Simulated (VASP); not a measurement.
Set up this calculation in VASP 6.6.1, as the native input.

```yaml
Task: single point
Functional: r2SCAN
Potentials_or_basis: VASP PAW PBE potentials, release 64 (Bi_d)
Cutoff: 520 eV
k_mesh: 12 × 12 × 6
Occupations: fermi-dirac, width 0.1 eV
Spin: no spin polarisation
Dipole_correction: no
Further_INCAR_settings: ALGO = Normal; EDIFF = 1e-06; NBANDS = 22
```

Bi:

```
Bi
1.0
     3.37673    0.00000    0.00000
    -1.68837    2.92433    0.00000
     0.00000    0.00000    5.55567
Bi
2
Direct
  0.33333 0.66667 0.25000
  0.66667 0.33333 0.75000
```

This cell differs from its parent crystal: volume scaled by 0.88.

One way to write it, as run:

POSCAR

```
Bi
1.0
    3.3767310229      0.0000000000      0.0000000000
   -1.6883655115      2.9243348476      0.0000000000
    0.0000000000      0.0000000000      5.5556743556
Bi
2
Direct
    0.3333333333      0.6666666667      0.2500000000
    0.6666666667      0.3333333333      0.7500000000
```

INCAR.step1

```
ALGO = Normal
EDIFF = 1E-4
ENCUT = 520
GGA = PE
ISMEAR = -1
LASPH = True
LCHARG = False
LREAL = False
LWAVE = True
NBANDS = 22
NELM = 80
PREC = Accurate
SIGMA = 0.1
```

INCAR.step2

```
ALGO = Normal
EDIFF = 1E-6
ENCUT = 520
ISIF = 2
ISMEAR = -1
ISTART = 1
LASPH = True
LCHARG = False
LMIXTAU = True
LREAL = False
LWAVE = False
METAGGA = R2SCAN
NBANDS = 22
NELM = 80
PREC = Accurate
SIGMA = 0.1
```

KPOINTS

```
k-points
0
Gamma
  12 12 6
```

Potentials or basis: VASP PAW PBE potentials, release 64 (Bi_d).

Launch:

```console
$ cat potpaw_PBE.64/Bi_d/POTCAR > POTCAR
$ cp INCAR.step1 INCAR
$ mpirun -np 1 vasp_std > vasp.out
$ cp INCAR.step2 INCAR
$ mpirun -np 1 vasp_std > vasp.out
```

It gave:

| Property | Result |
| --- | --- |
| Pressure | 9.5 GPa |
| Band gap on the k mesh | zero (band 15 reaches 14.70 eV, above the bottom of band 16 at 6.18 eV) |

Caveat: the PAW data sets were made with another functional, which shifts forces and pressure a little; spin-orbit coupling is left out, which moves the levels of the heavy elements.

It took 3.5 min on 1 thread of Intel Xeon 6975P-C (shared host), peak memory 0.23 GiB.
